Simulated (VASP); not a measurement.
# Hf3ZrTe8 (P-3m1) in VASP: single point with PBE

Aim: the single point of Hf3ZrTe8 with PBE.

Everything below comes from runs of VASP 6.6.1. Logs are shortened: lines on timing, memory, paths and dates and some standing lists are left out, and cuts for length are marked.

### Step 1. The cell of the first run

The structure is trigonal, space group P-3m1 (No. 164). The conventional cell has a = 3.975 Å, b = 3.975 Å, c = 28.624 Å, α = 90.00°, β = 90.00°, γ = 120.00°. Within 3.8 Å of Zr (site symmetry -3m) lie 6 Te at 2.92 Å. Hf (site symmetry 3m) has 6 Te at 2.90 Å within 3.8 Å. Hf (site symmetry -3m) has 6 Te at 2.90 Å within 3.8 Å. Te (site symmetry 3m) has 3 Hf at 2.90 Å within 3.8 Å. Te (site symmetry 3m) has 3 Hf at 2.90 Å within 3.8 Å. Te (site symmetry 3m) has 3 Hf at 2.90 Å within 3.8 Å. Te (site symmetry 3m) has 3 Zr at 2.92 Å within 3.8 Å.

### Step 2. Single point, PBE

The input, POSCAR:

```
Hf3ZrTe8
1.0
    3.9753494177      0.0000000000      0.0000000000
   -1.9876747089      3.4427535847      0.0000000000
    0.0000000000      0.0000000000     28.6239615000
Zr Hf Te
1 3 8
Direct
    0.0000000000      0.0000000000      0.5000000000
    0.0000000000      0.0000000000      0.7488510000
    0.0000000000      0.0000000000      0.0000000000
    0.0000000000      0.0000000000      0.2511490000
    0.3333333333      0.6666666667      0.8108360000
    0.3333333333      0.6666666667      0.0619570000
    0.3333333333      0.6666666667      0.3130810000
    0.3333333333      0.6666666667      0.5629010000
    0.6666666667      0.3333333333      0.9380430000
    0.6666666667      0.3333333333      0.1891640000
    0.6666666667      0.3333333333      0.4370990000
    0.6666666667      0.3333333333      0.6869190000
```

The input, INCAR.step1:

```
PREC = Accurate ; ENCUT = 520
EDIFF = 1E-6 ; ISMEAR = 0
SIGMA = 0.1 ; LREAL = False
LASPH = True ; NELM = 100
ALGO = Fast ; ISIF = 2
LWAVE = False ; LCHARG = True
LMAXMIX = 4 ; GGA = PE
NBANDS = 57
```

The input, KPOINTS.step1:

```
regular mesh
0
Gamma
  12 12 2
```

The input, INCAR.step2:

```
PREC = Accurate ; ENCUT = 520
EDIFF = 1E-6 ; ISMEAR = -5
SIGMA = 0.1 ; LREAL = False
LASPH = True ; NELM = 100
ALGO = Fast ; ISIF = 2
LWAVE = False ; LCHARG = False
LMAXMIX = 4 ; GGA = PE
LORBIT = 11 ; NBANDS = 57
NEDOS = 1001 ; ICHARG = 11
```

The input, KPOINTS.step2:

```
regular mesh
0
Gamma
  18 18 3
```

Potentials or basis: VASP PAW PBE potentials, release 64 (Zr_sv, Hf_pv, Te).

Launch:

```sh
> cat potpaw_PBE.64/Zr_sv/POTCAR potpaw_PBE.64/Hf_pv/POTCAR potpaw_PBE.64/Te/POTCAR > POTCAR
> cp INCAR.step1 INCAR
> cp KPOINTS.step1 KPOINTS
> mpirun -np 1 vasp_std > vasp.out
> cp INCAR.step2 INCAR
> cp KPOINTS.step2 KPOINTS
> mpirun -np 1 vasp_std > vasp.out
```

OUTCAR:

```text
PREC = Accurate
   ENCUT = 520
   EDIFF = 1E-6
   ISMEAR = -5
   LREAL = False
   LASPH = True
   NELM = 100
   ISIF = 2
   GGA = PE
   LORBIT = 11
   ICHARG = 11

 ion  position               nearest neighbor table
   1  0.000  0.000  0.500-   8 2.92  11 2.92  11 2.92   8 2.92  11 2.92   8 2.92
   2  0.000  0.000  0.749-  12 2.90  12 2.90  12 2.90   5 2.90   5 2.90   5 2.90
   3  0.000  0.000  0.000-   6 2.90   9 2.90   9 2.90   6 2.90   9 2.90   6 2.90
   4  0.000  0.000  0.251-   7 2.90   7 2.90   7 2.90  10 2.90  10 2.90  10 2.90
   5  0.333  0.667  0.811-   2 2.90   2 2.90   2 2.90
   6  0.333  0.667  0.062-   3 2.90   3 2.90   3 2.90
   7  0.333  0.667  0.313-   4 2.90   4 2.90   4 2.90
   8  0.333  0.667  0.563-   1 2.92   1 2.92   1 2.92
   9  0.667  0.333  0.938-   3 2.90   3 2.90   3 2.90
  10  0.667  0.333  0.189-   4 2.90   4 2.90   4 2.90
  11  0.667  0.333  0.437-   1 2.92   1 2.92   1 2.92
  12  0.667  0.333  0.687-   2 2.90   2 2.90   2 2.90

  LATTYP: Found a hexagonal cell.
 ALAT       =     3.9753494177
 C/A-ratio  =     7.2003636643

  Lattice vectors:

 A1 = (   3.9753494177,   0.0000000000,   0.0000000000)
 A2 = (  -1.9876747089,   3.4427535847,   0.0000000000)
 A3 = (   0.0000000000,   0.0000000000,  28.6239615000)

Analysis of symmetry for initial positions (statically):
=====================================================================
 Subroutine PRICEL returns:
 Original cell was already a primitive cell.

 Routine SETGRP: Setting up the symmetry group for a
 hexagonal supercell.

 Subroutine GETGRP returns: Found 12 space group operations
 (whereof 12 operations were pure point group operations)
 out of a pool of 24 trial point group operations.

The static configuration has the point symmetry D_3d.

Analysis of symmetry for dynamics (positions and initial velocities):
=====================================================================
 Subroutine PRICEL returns:
 Original cell was already a primitive cell.

 Routine SETGRP: Setting up the symmetry group for a
 hexagonal supercell.

 Subroutine GETGRP returns: Found 12 space group operations
 (whereof 12 operations were pure point group operations)
 out of a pool of 24 trial point group operations.

The dynamic configuration has the point symmetry D_3d.

 Subroutine INISYM returns: Found 12 space group operations
 (whereof 12 operations are pure point group operations),
 and found     1 'primitive' translations

----------------------------------------------------------------------------------------

                                     Primitive cell

  volume of cell :     391.7518

  direct lattice vectors                    reciprocal lattice vectors
     3.975349418  0.000000000  0.000000000     0.251550215  0.145232584  0.000000000
    -1.987674709  3.442753585  0.000000000     0.000000000  0.290465168  0.000000000
     0.000000000  0.000000000 28.623961500     0.000000000  0.000000000  0.034935765

  length of vectors
     3.975349418  3.975349418 28.623961500     0.290465168  0.290465168  0.034935765

  position of ions in fractional coordinates (direct lattice)
     0.000000000  0.000000000  0.500000000
     0.000000000  0.000000000  0.748851000
     0.000000000  0.000000000  0.000000000
     0.000000000  0.000000000  0.251149000
     0.333333333  0.666666667  0.810836000
     0.333333333  0.666666667  0.061957000
     0.333333333  0.666666667  0.313081000
     0.333333333  0.666666667  0.562901000
     0.666666667  0.333333333  0.938043000
     0.666666667  0.333333333  0.189164000
     0.666666667  0.333333333  0.437099000
     0.666666667  0.333333333  0.686919000

  ion indices of the primitive-cell ions
   primitive index   ion index
                 1           1
                 2           2
[... 28 lines left out ...]

  Shift w.r.t. Gamma in fractional coordinates (k-lattice)
     0.000000000  0.000000000  0.000000000

 TETIRR: Found   1374 inequivalent tetrahedra from     5832

 Subroutine IBZKPT returns following result:
 ===========================================

 Found    101 irreducible k-points:

 Following reciprocal coordinates:
            Coordinates               Weight
  0.000000  0.000000  0.000000      1.000000
  0.055556 -0.000000  0.000000      6.000000
  0.111111 -0.000000  0.000000      6.000000
  0.166667 -0.000000  0.000000      6.000000
  0.222222 -0.000000  0.000000      6.000000
  0.277778 -0.000000  0.000000      6.000000
[... 16 lines left out ...]
  0.333333  0.111111  0.000000     12.000000
  0.388889  0.111111  0.000000     12.000000
 [... further k-points ...]
   k-points           NKPTS =    101   k-points in BZ     NKDIM =    101   number of bands    NBANDS=     57
   number of dos      NEDOS =   1001   number of ions     NIONS =     12
   total plane-waves  NPLWV = 194400
   dimension x,y,z NGX =    30 NGY =   30 NGZ =  216
   dimension x,y,z NGXF=    60 NGYF=   60 NGZF=  432
   ions per type =               1   3   8
   NGX,Y,Z   is equivalent  to a cutoff of  12.55, 12.55, 12.55 a.u.
   NGXF,Y,Z  is equivalent  to a cutoff of  25.09, 25.09, 25.09 a.u.
 SYSTEM =  unknown system
   PREC   = accura    normal or accurate (medium, high low for compatibility)
   ISTART =      0    job   : 0-new  1-cont  2-samecut
   ICHARG =     11    charge: 1-file 2-atom 10-const
   ISPIN  =      1    spin polarized calculation?
   LNONCOLLINEAR =      F non collinear calculations
   LSORBIT =      F    spin-orbit coupling
   LASPH  =      T    aspherical Exc in radial PAW
   ENCUT  =  520.0 eV  38.22 Ry    6.18 a.u.   7.39  7.39 53.22*2*pi/ulx,y,z
   NELM   =    100;   NELMIN=  2; NELMDL=  0     # of ELM steps
   EDIFF  = 0.1E-05   stopping-criterion for ELM
   LREAL  =      F    real-space projection
   EDIFFG = 0.1E-04   stopping-criterion for IOM
   NSW    =      0    number of steps for IOM
   IBRION =     -1    ionic relax: 0-MD 1-quasi-New 2-CG
   NFREE  =      0    steps in history (QN), initial steepest desc. (CG)
   ISIF   =      2    stress and relaxation
   ISYM   =      2    0-nonsym 1-usesym 2-fastsym
   POTIM  = 0.5000    time-step for ionic-motion
   TEBEG  =    0.0;   TEEND  =   0.0 temperature during run
   PSTRESS=    0.0 pullay stress
   NELECT =      90.0000    total number of electrons
   NUPDOWN=      -1.0000    fix difference up-down
   EMIN   =  10.00;   EMAX   =-10.00  energy-range for DOS
   EFERMI =   0.00;   METHOD = LEGACY
   ISMEAR =    -5;   SIGMA  =   0.10  broadening in eV -4-tet -1-fermi 0-gaus
   EFERMI_NEDOS =   21; number of points for ismear=-14 and -15
   IALGO  =     68    algorithm
   IMIX   =      4    mixing-type and parameters
     AMIX     =   0.40;   BMIX     =  1.00
     AMIX_MAG =   1.60;   BMIX_MAG =  1.00
  volume/ion in A,a.u.               =      32.65       220.31
  Fermi-wavevector in a.u.,A,eV,Ry     =   1.002656  1.894745 13.678199  1.005319
  Thomas-Fermi vector in A             =   2.135157
   LORBIT       =     11    0 simple, 1 ext, 2 COOP (PROOUT), +10 PAW based schemes
   GGA     = PE    functional components
   LHFCALC =     F    Hartree Fock is set to
   AEXX    =    0.0000 exact exchange contribution
   IVDW    =     0    specifies the selected vdW correction
   LEPSILON=     F    determine dielectric tensor
   LRPA    =     F    only Hartree local field effects (RPA)
 non-spin polarized calculation
 RMM-DIIS sequential band-by-band and
 Fermi weights with tetrahedron method with Bloechl corrections
  energy-cutoff  :      520.00
  volume of cell :      391.75
 maximum number of plane-waves:     10629
 NGX is ok and might be reduce to    30

 number of electron      90.0000010 magnetization

 Free energy of the ion-electron system (eV)
  ---------------------------------------------------
  ext. energy  EPLUGINS =         0.00000000
  ---------------------------------------------------
  free energy    TOTEN  =       -73.55188641 eV

  energy without entropy =      -73.55188641  energy(sigma->0) =      -73.55188641

 E-fermi :   4.9546     XC(G=0):  -9.1186

 val. band max:        4.9769913382   @ k =   0.0556  -0.0000   0.3333
 cond. band min:       4.9238061533   @ k =   0.3889  -0.0000   0.0000
 fundamental gap:     -0.0531851850
 Fermi energy:         4.9546118033

 k-point     1 :       0.0000    0.0000    0.0000
  band No.  band energies     occupation
      1     -44.7354      2.00000
      2     -26.7344      2.00000
      3     -26.7344      2.00000
      4     -26.7253      2.00000
      5     -26.7176      2.00000
      6     -26.7176      2.00000
[... 1429 lines left out ...]
     56       7.3388      0.00000
     57       7.3459      0.00000

 [... further k-points ...]

------------------------ aborting loop because EDIFF is reached ----------------------------------------

  FORCE on cell =-STRESS in cart. coord.  units (eV):
  Direction    XX          YY          ZZ          XY          YZ          ZX
  --------------------------------------------------------------------------------------
  -------------------------------------------------------------------------------------
  Total       -0.0847686     -0.0847686     -0.4284378      0.0000000      0.0000000      0.0000000
  in kB       -0.3466846     -0.3466846     -1.7522148      0.0000000      0.0000000      0.0000000
  external PRESSURE =      -0.8151947 kB  Pullay stress =       0.0000000 kB

 VOLUME and BASIS-vectors are now :
 -----------------------------------------------------------------------------
  energy-cutoff  :      520.00
  volume of cell :      391.75
      direct lattice vectors                 reciprocal lattice vectors
     3.975349418  0.000000000  0.000000000     0.251550215  0.145232584  0.000000000
    -1.987674709  3.442753585  0.000000000     0.000000000  0.290465168  0.000000000
     0.000000000  0.000000000 28.623961500     0.000000000  0.000000000  0.034935765

 POSITION                                       TOTAL-FORCE (eV/Angst)
 -----------------------------------------------------------------------------------
      0.00000      0.00000     14.31198         0.000000      0.000000     -0.000000
      0.00000      0.00000     21.43508         0.000000      0.000000     -0.002165
      0.00000      0.00000      0.00000         0.000000      0.000000     -0.000000
      0.00000      0.00000      7.18888         0.000000     -0.000000      0.002165
     -0.00000      2.29517     23.20934         0.000000      0.000000     -0.036170
     -0.00000      2.29517      1.77345        -0.000000      0.000000     -0.040943
     -0.00000      2.29517      8.96162        -0.000000      0.000000     -0.036747
     -0.00000      2.29517     16.11246        -0.000000      0.000000     -0.005204
      1.98767      1.14758     26.85051         0.000000      0.000000      0.040943
      1.98767      1.14758      5.41462        -0.000000     -0.000000      0.036170
      1.98767      1.14758     12.51150         0.000000     -0.000000      0.005204
      1.98767      1.14758     19.66234         0.000000     -0.000000      0.036747
 -----------------------------------------------------------------------------------
    total drift:                                0.000000     -0.000000     -0.000000

  FREE ENERGIE OF THE ION-ELECTRON SYSTEM (eV)
  ---------------------------------------------------
  free  energy   TOTEN  =       -73.5518864100 eV

  energy  without entropy=      -73.5518864100  energy(sigma->0) =      -73.55188641

 total charge

# of ion       s       p       d       tot
------------------------------------------
    1        2.160   5.985   1.502   9.647
    2        0.300   6.393   1.418   8.111
    3        0.301   6.393   1.420   8.114
    4        0.300   6.393   1.418   8.111
    5        1.372   2.044   0.030   3.447
    6        1.372   2.043   0.031   3.446
    7        1.373   2.042   0.031   3.445
    8        1.375   2.030   0.029   3.434
    9        1.372   2.043   0.031   3.446
   10        1.372   2.044   0.030   3.447
   11        1.375   2.030   0.029   3.434
   12        1.373   2.042   0.031   3.445
--------------------------------------------------
tot         14.046  41.481   5.999  61.526
```

Run time: 2.5 h. Hardware: 1 thread of Oxide Virtual Turin-like, shared host; peak memory 1.7 GiB.

Results:

* Valence electrons inside the program's atomic spheres: Zr 9.65; Hf 8.11; Te 3.45, 3.44, 3.43 (each value once)

Levels at points of the mesh, in eV from the Fermi level:
```tsv
k point	band 41	band 42	band 43	band 44	band 45	band 46	band 47	band 48	band 49	band 50
(0.00, 0.00, 0.00)	0.26	0.29	0.29	0.39	0.39	0.67	0.67	0.70	0.86	0.86
(0.50, 0.00, 0.00)	-1.36	-1.20	-1.12	-1.07	-0.88	-0.18	-0.04	-0.01	0.04	1.97
```

Caveat: spin-orbit coupling is left out, which moves the levels of the heavy elements; this functional lacks dispersion, which binds layers or chains, so the pressure and a relaxed spacing across them are unreliable.
